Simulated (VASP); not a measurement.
# Si (a cell with a defect) in VASP: further runs

The runs below take Si (a cell with a defect) through single point, with PBE.

Everything below comes from runs of VASP 6.6.1. Logs are shortened: lines on timing, memory, paths and dates and some standing lists are left out, and cuts for length are marked.

### Step 1. The cell of the first run

The cell holds a defect, 17 atoms: a = 7.679 Å, b = 7.679 Å, c = 7.679 Å, α = 60.00°, β = 60.00°, γ = 60.00°.

### Step 2. Single point, PBE

The input, INCAR:

```
ALGO     = Normal         # electronic algorithm
EDIFF    = 1E-6           # SCF threshold, eV
ENCUT    = 520            # plane-wave cutoff, eV
GGA      = PE             # functional
ISIF     = 2              # what is computed and relaxed
ISMEAR   = 0              # smearing method
LASPH    = True           # aspherical terms in the spheres
LCHARG   = True           # write CHGCAR
LELF     = True           # ELF
LREAL    = Auto         
LVHAR    = True         
LWAVE    = False          # write WAVECAR
NBANDS   = 48             # bands
NELM     = 100            # most SCF steps
PREC     = Accurate       # precision mode
SIGMA    = 0.02           # smearing width, eV
```

The input, KPOINTS:

```
k-points
0
Gamma
  2 2 2
```

The input, POSCAR:

```
Si
1.0
    0.0000000000      5.4300000000      5.4300000000
    5.4300000000      0.0000000000      5.4300000000
    5.4300000000      5.4300000000      0.0000000000
Si
17
Direct
    0.0330791897     -0.0108303867     -0.0109486188
    0.1385478821      0.1221178637      0.1219561694
   -0.0019717311      0.0167056169      0.4931133517
    0.1390941989      0.1218719153      0.6178540516
   -0.0030790976      0.4933711786      0.0169719153
    0.1386577348      0.6178951197      0.1219472376
   -0.0019517495      0.4928104972      0.4930454880
    0.0510091160      0.6498518416      0.6498938306
    0.5107983425      0.0013705341      0.0014462247
    0.6599682320      0.1134116943      0.1139245856
    0.5112243094      0.0006626151      0.4877709024
    0.6240584715      0.1631883057      0.6084417127
    0.5108919890      0.4871512891      0.0011901473
    0.6225083794      0.6082577348      0.1619295580
    0.4330501842      0.5225595764      0.5220864641
    0.6241531308      0.6048737569      0.6080023020
    0.6315348987      0.7903367403      0.7882127993
```

Potentials or basis: VASP PAW PBE potentials, release 64 (Si).

Run with:

```sh
$ cat potpaw_PBE.64/Si/POTCAR > POTCAR
$ mpirun -np 1 vasp_std > vasp.out
```

OUTCAR:

```text
EDIFF = 1E-6
   ENCUT = 520
   GGA = PE
   ISIF = 2
   ISMEAR = 0
   LASPH = True
   LREAL = Auto
   NELM = 100
   PREC = Accurate

 ion  position               nearest neighbor table
   1  0.033  0.989  0.989-   4 2.33   6 2.33   2 2.33  10 2.34
   2  0.139  0.122  0.122-   3 2.33   1 2.33   5 2.33   9 2.33
   3  0.998  0.017  0.493-   4 2.33   2 2.33   8 2.35  12 2.35
   4  0.139  0.122  0.618-   7 2.33   3 2.33   1 2.33  11 2.33
   5  0.997  0.493  0.017-   6 2.33   2 2.33   8 2.35  14 2.35
   6  0.139  0.618  0.122-   7 2.33   1 2.33   5 2.33  13 2.33
   7  0.998  0.493  0.493-   4 2.33   6 2.33   8 2.35  16 2.35
   8  0.051  0.650  0.650-   3 2.35   7 2.35   5 2.35  15 2.40  17 2.63
   9  0.511  0.001  0.001-   2 2.33  10 2.35  17 2.41  12 2.47  14 2.47
  10  0.660  0.113  0.114-   1 2.34   9 2.35  13 2.35  11 2.35
  11  0.511  0.001  0.488-   4 2.33  10 2.35  17 2.39  16 2.49  12 2.49
  12  0.624  0.163  0.608-  15 2.30   3 2.35  17 2.46   9 2.47  11 2.49
  13  0.511  0.487  0.001-   6 2.33  10 2.35  17 2.41  16 2.47  14 2.48
  14  0.623  0.608  0.162-  15 2.30   5 2.35  17 2.47   9 2.47  13 2.48
  15  0.433  0.523  0.522-  16 2.30  12 2.30  14 2.30   8 2.40
  16  0.624  0.605  0.608-  15 2.30   7 2.35  17 2.47  13 2.47  11 2.49
  17  0.632  0.790  0.788-  11 2.39  13 2.41   9 2.41  12 2.46  16 2.47  14 2.47   8 2.63

  LATTYP: Found a face centered cubic cell.
 ALAT       =    10.8600000000

  Lattice vectors:

 A1 = (   0.0000000000,   5.4300000000,   5.4300000000)
 A2 = (   5.4300000000,   0.0000000000,   5.4300000000)
 A3 = (   5.4300000000,   5.4300000000,   0.0000000000)

Analysis of symmetry for initial positions (statically):
=====================================================================
 Subroutine PRICEL returns:
 Original cell was already a primitive cell.

 Routine SETGRP: Setting up the symmetry group for a
 face centered cubic supercell.

 Subroutine GETGRP returns: Found  1 space group operations
 (whereof  1 operations were pure point group operations)
 out of a pool of 48 trial point group operations.

The static configuration has the point symmetry C_1 .

Analysis of symmetry for dynamics (positions and initial velocities):
=====================================================================
 Subroutine PRICEL returns:
 Original cell was already a primitive cell.

 Routine SETGRP: Setting up the symmetry group for a
 face centered cubic supercell.

 Subroutine GETGRP returns: Found  1 space group operations
 (whereof  1 operations were pure point group operations)
[... 121 lines left out ...]
   ISIF   =      2    stress and relaxation
   ISYM   =      2    0-nonsym 1-usesym 2-fastsym
   POTIM  = 0.5000    time-step for ionic-motion
   TEBEG  =    0.0;   TEEND  =   0.0 temperature during run
   PSTRESS=    0.0 pullay stress
   NELECT =      68.0000    total number of electrons
   NUPDOWN=      -1.0000    fix difference up-down
   EMIN   =  10.00;   EMAX   =-10.00  energy-range for DOS
   EFERMI =   0.00;   METHOD = LEGACY
   ISMEAR =     0;   SIGMA  =   0.02  broadening in eV -4-tet -1-fermi 0-gaus
   EFERMI_NEDOS =   21; number of points for ismear=-14 and -15
   IALGO  =     38    algorithm
   IMIX   =      4    mixing-type and parameters
     AMIX     =   0.40;   BMIX     =  1.00
     AMIX_MAG =   1.60;   BMIX_MAG =  1.00
  volume/ion in A,a.u.               =      18.84       127.11
  Fermi-wavevector in a.u.,A,eV,Ry     =   0.976715  1.845724 12.979587  0.953973
  Thomas-Fermi vector in A             =   2.107356
   LORBIT       =      0    0 simple, 1 ext, 2 COOP (PROOUT), +10 PAW based schemes
   GGA     = PE    functional components
   LHFCALC =     F    Hartree Fock is set to
   AEXX    =    0.0000 exact exchange contribution
   IVDW    =     0    specifies the selected vdW correction
   LEPSILON=     F    determine dielectric tensor
   LRPA    =     F    only Hartree local field effects (RPA)
 non-spin polarized calculation
 Gauss-broadening in eV      SIGMA  =   0.02
  energy-cutoff  :      520.00
  volume of cell :      320.21
 maximum number of plane-waves:      8646
 NGX is ok and might be reduce to    60
   NGX = 29   NGY = 29   NGZ = 29

 number of electron      68.0000000 magnetization

 Free energy of the ion-electron system (eV)
  ---------------------------------------------------
  ext. energy  EPLUGINS =         0.00000000
  ---------------------------------------------------
  free energy    TOTEN  =       -87.70765818 eV

  energy without entropy =      -87.70288409  energy(sigma->0) =      -87.70527114

 E-fermi :   6.7648     XC(G=0):  -9.6964

 val. band max:        6.7488027948   @ k =   0.0000   0.0000   0.0000
 cond. band min:       6.7689227074   @ k =   0.0000   0.5000   0.5000
 fundamental gap:      0.0201199125
 Fermi energy:         6.7647517344

 k-point     1 :       0.0000    0.0000    0.0000
  band No.  band energies     occupation
      1      -6.2307      2.00000
      2      -3.8632      2.00000
      3      -3.5996      2.00000
      4      -3.5922      2.00000
      5      -3.4005      2.00000
      6      -2.7062      2.00000
[... 381 lines left out ...]
     45      10.2946      0.00000
     46      10.4057      0.00000
 [bands above 46 left out]

------------------------ aborting loop because EDIFF is reached ----------------------------------------

  FORCE on cell =-STRESS in cart. coord.  units (eV):
  Direction    XX          YY          ZZ          XY          YZ          ZX
  --------------------------------------------------------------------------------------
  -------------------------------------------------------------------------------------
  Total        8.6274969      8.8160039      8.6668569      1.0832082     -1.1109766      0.9978153
  in kB       43.1683958     44.1116063     43.3653366      5.4199222     -5.5588636      4.9926514
  external PRESSURE =      43.5484462 kB  Pullay stress =       0.0000000 kB

 VOLUME and BASIS-vectors are now :
 -----------------------------------------------------------------------------
  energy-cutoff  :      520.00
  volume of cell :      320.21
      direct lattice vectors                 reciprocal lattice vectors
     0.000000000  5.430000000  5.430000000    -0.092081031  0.092081031  0.092081031
     5.430000000  0.000000000  5.430000000     0.092081031 -0.092081031  0.092081031
     5.430000000  5.430000000  0.000000000     0.092081031  0.092081031 -0.092081031

 POSITION                                       TOTAL-FORCE (eV/Angst)
 -----------------------------------------------------------------------------------
     10.74174      5.55017      5.55081         0.012774     -0.009247     -0.010396
      1.32532      1.41454      1.41541        -0.000258     -0.018113     -0.010336
      2.76832      8.09690      5.51000        -0.007329      0.009597      0.002724
      4.01671      4.11023      1.41705         0.012845      0.009027     -0.018143
      2.77116      5.50544      8.09229        -0.008836     -0.000671      0.009753
      4.01734      1.41509      4.10808         0.008057     -0.021155      0.000900
[... 9 lines left out ...]
      6.58592      6.69060      6.67362        -0.006662     -0.038915     -0.006910
      8.57152      7.70923      7.72076        -0.034478      0.057816      0.034426
 -----------------------------------------------------------------------------------
    total drift:                                0.001592     -0.000171     -0.006455

  FREE ENERGIE OF THE ION-ELECTRON SYSTEM (eV)
  ---------------------------------------------------
  free  energy   TOTEN  =       -87.7076581843 eV

  energy  without entropy=      -87.7028840866  energy(sigma->0) =      -87.70527114
```

OSZICAR:

```text
N       E                     dE             d eps       ncg     rms          rms(c)
DAV:   1     0.163875992658E+03    0.16388E+03   -0.26088E+04   768   0.117E+03
DAV:   2    -0.741268316406E+02   -0.23800E+03   -0.22567E+03   936   0.171E+02
DAV:   3    -0.889252647182E+02   -0.14798E+02   -0.14418E+02   984   0.375E+01
DAV:   4    -0.892510168830E+02   -0.32575E+00   -0.32465E+00   952   0.679E+00
DAV:   5    -0.892585425839E+02   -0.75257E-02   -0.75224E-02   976   0.990E-01    0.145E+01
DAV:   6    -0.881385543200E+02    0.11200E+01   -0.98641E-01   912   0.304E+00    0.877E+00
DAV:   7    -0.877025940641E+02    0.43596E+00   -0.10134E+00   896   0.311E+00    0.160E+00
DAV:   8    -0.877059543137E+02   -0.33602E-02   -0.10392E-01   960   0.112E+00    0.479E-01
DAV:   9    -0.877061152178E+02   -0.16090E-03   -0.11772E-02   904   0.380E-01    0.290E-01
DAV:  10    -0.877071955066E+02   -0.10803E-02   -0.26110E-03   912   0.173E-01    0.140E-01
DAV:  11    -0.877075708315E+02   -0.37532E-03   -0.39592E-04   896   0.736E-02    0.570E-02
DAV:  12    -0.877076525237E+02   -0.81692E-04   -0.10222E-04   888   0.378E-02    0.118E-02
DAV:  13    -0.877076574249E+02   -0.49012E-05   -0.72298E-06   968   0.959E-03    0.527E-03
DAV:  14    -0.877076581843E+02   -0.75933E-06   -0.95864E-07   632   0.374E-03
   1 F= -.87707658E+02 E0= -.87705271E+02  d E =-.477410E-02
```

stdout:

```text
POSCAR found type information on POSCAR Si
 POSCAR found :  1 types and      17 ions
 scaLAPACK will be used
 LDA part: xc-table for (Slater+PW92), standard interpolation
 POSCAR, INCAR and KPOINTS ok, starting setup
 FFT: planning ... GRIDC
 FFT: planning ... GRID_SOFT
 FFT: planning ... GRID
 WAVECAR not read
 entering main loop
```

Wall time 5.7 min (1 thread of Intel Xeon 8259CL, shared host); peak memory 0.48 GiB.

Results:

- Free energy: -87.7077 eV
- Pressure: 4.4 GPa
- Largest force: 0.076 eV/Å
- Band gap on the k mesh: zero (bands 34 and 35 overlap by 0.06 eV)

Forces on the atoms (eV/Å):
```
Si   0.013 -0.009 -0.010
Si   0.000 -0.018 -0.010
Si  -0.007  0.010  0.003
Si   0.013  0.009 -0.018
Si  -0.009 -0.001  0.010
Si   0.008 -0.021  0.001
Si  -0.003  0.011  0.008
Si   0.004 -0.002 -0.004
Si  -0.014 -0.004 -0.012
Si   0.003  0.004 -0.001
Si   0.000 -0.001  0.006
Si   0.005 -0.043  0.014
Si   0.011  0.000  0.010
Si   0.029  0.043 -0.034
Si  -0.011  0.003  0.011
Si  -0.007 -0.039 -0.007
Si  -0.034  0.058  0.034
```

Caveat: the k points lie up to 0.50 Å⁻¹ apart.

### Step 3. Single point, PBE

The input, INCAR:

```
  ALGO = Normal
  EDIFF = 1E-6
  ENCUT = 520
  GGA = PE
  ISIF = 2
  ISMEAR = 0
  LASPH = T
  LCHARG = F
  LREAL = Auto
  LWAVE = F
  NBANDS = 48
  NELM = 60
  PREC = Accurate
  SIGMA = 0.02
```

KPOINTS is that of step 2.

The input, POSCAR:

```
Si
1.0
    0.0000000000      5.4300000000      5.4300000000
    5.4300000000      0.0000000000      5.4300000000
    5.4300000000      5.4300000000      0.0000000000
Si
17
Direct
    0.0216277164     -0.0069759669     -0.0068965930
    0.1329758748      0.1243567219      0.1241128913
   -0.0015200737      0.0103261510      0.4961156538
    0.1334329650      0.1239532228      0.6194200737
   -0.0022523941      0.4963630755      0.0103148250
    0.1330323204      0.6193337937      0.1240485267
   -0.0014667587      0.4958341621      0.4960297422
    0.0890294659      0.6372705341      0.6371355433
    0.5048402394      0.0039943831      0.0037940147
    0.6479546961      0.1175510129      0.1177850829
    0.5052358195      0.0034824125      0.4885153775
    0.6196882136      0.1460397790      0.6179843462
    0.5048905157      0.4882267956      0.0036962247
    0.6189777164      0.6181952118      0.1455521179
    0.4601279926      0.5136405157      0.5131913444
    0.6197394107      0.6170388582      0.6178038674
    0.6981743094      0.7677313996      0.7669895948
```

Potentials or basis: VASP PAW PBE potentials, release 64 (Si).

Run with:

```sh
$ cat potpaw_PBE.64/Si/POTCAR > POTCAR
$ mpirun -np 1 vasp_std > vasp.out
```

Wall time 5 min (1 thread of Intel Xeon 8259CL, shared host); peak memory 0.48 GiB.

The run converged. Its results:

* Free energy: -87.8742 eV
* Pressure: 5.0 GPa
* Largest force: 0.290 eV/Å
* Band gap on the k mesh: zero (bands 34 and 35 overlap by 0.14 eV)

Forces on the atoms (eV/Å):
```
Si   0.042 -0.040 -0.042
Si   0.027 -0.024 -0.023
Si  -0.003  0.004 -0.035
Si   0.024 -0.025 -0.024
Si  -0.005 -0.035  0.004
Si   0.024 -0.024 -0.028
Si   0.035  0.004  0.003
Si  -0.091  0.091  0.091
Si   0.025 -0.024 -0.025
Si   0.042 -0.044 -0.043
Si   0.025 -0.026 -0.024
Si  -0.024  0.013 -0.102
Si   0.026 -0.024 -0.025
Si  -0.019 -0.094  0.016
Si  -0.065  0.065  0.067
Si   0.103  0.015  0.022
Si  -0.167  0.169  0.166
```

Stress tensor (GPa, compression positive):
```
 4.99  0.24  0.25
 0.24  5.06 -0.24
 0.25 -0.24  5.01
```

Levels at points of the mesh, in eV from the Fermi level:
```
           k point  band 31  band 32  band 33  band 34  band 35  band 36  band 37  band 38
(0.00, 0.00, 0.00)    -0.86    -0.79    -0.79    -0.46    -0.13    -0.13     0.09     0.09
(0.50, 0.00, 0.00)    -1.55    -1.39    -1.39    -0.36     0.41     0.42     1.05     1.05
(0.00, 0.50, 0.00)    -1.46    -1.44    -1.23    -0.24     0.28     0.75     0.81     0.90
(0.00, 0.00, 0.50)    -1.46    -1.44    -1.22    -0.24     0.27     0.75     0.81     0.90
(0.50, 0.50, 0.50)    -1.46    -1.44    -1.23    -0.24     0.28     0.75     0.81     0.90
(0.50, 0.50, 0.00)    -2.00    -1.85    -0.93     0.01     0.55     1.09     1.19     1.23
(0.00, 0.50, 0.50)    -2.00    -1.85    -0.93     0.01     0.55     1.09     1.19     1.23
(0.50, 0.00, 0.50)    -2.00    -1.85    -0.94     0.01     0.55     1.09     1.19     1.23
```

Caveat: the k points lie up to 0.50 Å⁻¹ apart.

The gap in the log of VASP goes by the Fermi energy; the results here count the filled bands.